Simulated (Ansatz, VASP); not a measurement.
## C: VASP beside Ansatz

Contents of POSCAR:

```
C
1.0
    3.5602834153      0.0000000000      0.0000000000
    0.0000000000     -3.5602834153      0.0000000000
    0.0000000000      0.0000000000     -3.5602834153
C
8
Direct
    0.4675671736      0.0324328264      0.0324328264
    0.0000000000      0.5000000000      0.0000000000
    0.0000000000      0.0000000000      0.5000000000
    0.5000000000      0.5000000000      0.5000000000
    0.7500000000      0.7500000000      0.7500000000
    0.2500000000      0.2500000000      0.7500000000
    0.2500000000      0.7500000000      0.2500000000
    0.7500000000      0.2500000000      0.2500000000
```

File INCAR.step1:

```
SYSTEM = C
PREC = Accurate ; ENCUT = 520
ISMEAR = 0 ; SIGMA = 0.05
LREAL = .False. ; LASPH = .True.
NELM = 60 ; NBANDS = 26
GGA = PE ; ALGO = Normal
EDIFF = 1E-4 ; LWAVE = .True.
LCHARG = .False.
```

The input INCAR.step2:

```
SYSTEM = C
PREC = Accurate ; ENCUT = 520
EDIFF = 1E-6 ; ISMEAR = 0
SIGMA = 0.05 ; LREAL = .False.
LASPH = .True. ; NELM = 60
ALGO = Normal ; ISIF = 2
LWAVE = .False. ; LCHARG = .False.
METAGGA = R2SCAN ; LMIXTAU = .True.
NBANDS = 26 ; ISTART = 1
```

KPOINTS

```
Automatic mesh
0
Gamma
  6 6 6
  0 0 0
```

Input for Ansatz:

```yaml
crystal:
  lattice:
    - [3.5602834153, 0.0, 0.0]
    - [0.0, -3.5602834153, 0.0]
    - [0.0, 0.0, -3.5602834153]
  atoms:
    - { symbol: C, position: [0.4675671736, 0.0324328264, 0.0324328264] }
    - { symbol: C, position: [0.0, 0.5, 0.0] }
    - { symbol: C, position: [0.0, 0.0, 0.5] }
    - { symbol: C, position: [0.5, 0.5, 0.5] }
    - { symbol: C, position: [0.75, 0.75, 0.75] }
    - { symbol: C, position: [0.25, 0.25, 0.75] }
    - { symbol: C, position: [0.25, 0.75, 0.25] }
    - { symbol: C, position: [0.75, 0.25, 0.25] }
basis:
  ecutwfc: 500
kpoints:
  mp_grid: { grid: [6, 6, 6] }
hamiltonian:
  xc: r2scan
scf:
  occupations: { method: gaussian, width: 0.05 }
output:
  forces: true
  stress: true
  eigenvalues: true
```

Alike in both runs: task single point; functional r2SCAN; k mesh 6 × 6 × 6; occupations gaussian, width 0.05 eV; no spin polarisation.

|  | VASP | Ansatz |
| --- | --- | --- |
| version | VASP 6.6.1 | Ansatz 0.2.0 |
| potentials or method | VASP PAW PBE potentials, release 64 (C), cutoff 520 eV | scalar-relativistic, plane waves, PAW |
| valence electrons in the cell | 32 | 32 |

```tsv
	VASP	Ansatz	Ansatz less VASP
gap on the k mesh at the Fermi level (eV)	2.49	2.51	+0.024
least direct gap on the mesh (eV)	2.49	2.51	+0.024
pressure (GPa)	4.5	3.4	-1.12
traceless stress, the component that is largest in VASP (GPa)	0.80	0.89	+0.095
rms of the force components (eV/Å)	1.683	1.681	-0.0025
```

VASP's potentials were made for PBE, not for r2SCAN. Atom by atom the forces differ by 0.009 eV/Å (rms over components).
